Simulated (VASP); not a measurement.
The system is BeTe.

```xyz
4
Lattice="4.0309 0.0000 0.0000 -2.0154 3.4908 0.0000 0.0000 0.0000 8.1440" Properties=species:S:1:pos:R:3 pbc="T T T"
Be    0.0000    2.3272    2.0360
Be    2.0154    1.1636    6.1080
Te    2.0154    1.1636    2.0360
Te    0.0000    2.3272    6.1080
```

Base run:

- Program: VASP 6.6.1
- Functional: r2SCAN
- Potentials or basis: VASP PAW PBE potentials, release 64 (Be, Te)
- Cutoff: 520 eV
- k mesh: 6 × 6 × 2
- Occupations: gaussian, width 0.01 eV
- Spin: no spin polarisation

Its results: band gap on the k mesh 3.23 eV, indirect (least direct gap 3.33 eV); pressure 0.0 GPa.

Q: The run is repeated on the same cell with these changes: functional from r2SCAN to PBE. What comes out?

A: Band gap on the k mesh 2.73 eV, indirect (least direct gap 2.88 eV); pressure 0.4 GPa.

r2SCAN gives the wider gap, since meta-GGAs in the generalised Kohn-Sham scheme recover part of the derivative discontinuity.

Caveats: spin-orbit coupling is left out, which moves the levels of the heavy elements; the PAW data sets were made with another functional, which shifts forces and pressure a little (some runs).

A k mesh can miss the band edges.
